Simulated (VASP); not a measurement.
Wanted: the native input for a VASP 6.6.1 run.

```yaml
Task: single point
Functional: LDA
Potentials_or_basis: VASP PAW LDA potentials, release 64 (B)
Cutoff: 520 eV
k_mesh: 22 × 22 × 13
Occupations: fermi-dirac, width 0.1 eV
Spin: no spin polarisation
Dipole_correction: no
Further_INCAR_settings: ALGO = Normal; EDIFF = 1e-07; NBANDS = 10
```

The structure of B lies in POSCAR:

```
B
1.0
   -2.5571883979      2.7498418063      0.8280816925
    2.7498418063     -2.5571883979      0.8280816925
    2.0427036885      2.0427036885     -0.4752366221
B
2
Direct
    0.0679677043      0.9320322957      0.0000000000
    0.6820322957      0.3179677043      0.5000000000
```

This cell differs from its parent crystal: volume scaled by 1.12.

The input as run:

INCAR

```
PREC     = Accurate       # precision mode
ENCUT    = 520            # plane-wave cutoff, eV
EDIFF    = 1E-7           # SCF threshold, eV
ISMEAR   = -1             # smearing method
SIGMA    = 0.1            # smearing width, eV
LREAL    = False          # projectors in reciprocal space
LASPH    = True           # aspherical terms in the spheres
NELM     = 100            # most SCF steps
ALGO     = Normal         # electronic algorithm
ISIF     = 2              # what is computed and relaxed
LWAVE    = False          # write WAVECAR
LCHARG   = False          # write CHGCAR
GGA      = CA             # functional
NBANDS   = 10             # bands
```

KPOINTS

```
regular mesh
0
Gamma
  22 22 13
```

Potentials or basis: VASP PAW LDA potentials, release 64 (B).

Launch:

```bash
$ cat potpaw_LDA.64/B/POTCAR > POTCAR
$ mpirun -np 1 vasp_std > vasp.out
```

Results of the run:

| Quantity | Value |
| --- | --- |
| Pressure | -18.9 GPa |
| Largest force | 0.425 eV/Å |
| Band gap on the k mesh | zero (band 3 reaches 9.28 eV, above the bottom of band 4 at 0.52 eV) |

Run time: 90 s on 1 thread of Intel(R) Xeon(R) 6975P-C (Granite Rapids) (shared host), peak memory 0.25 GiB.
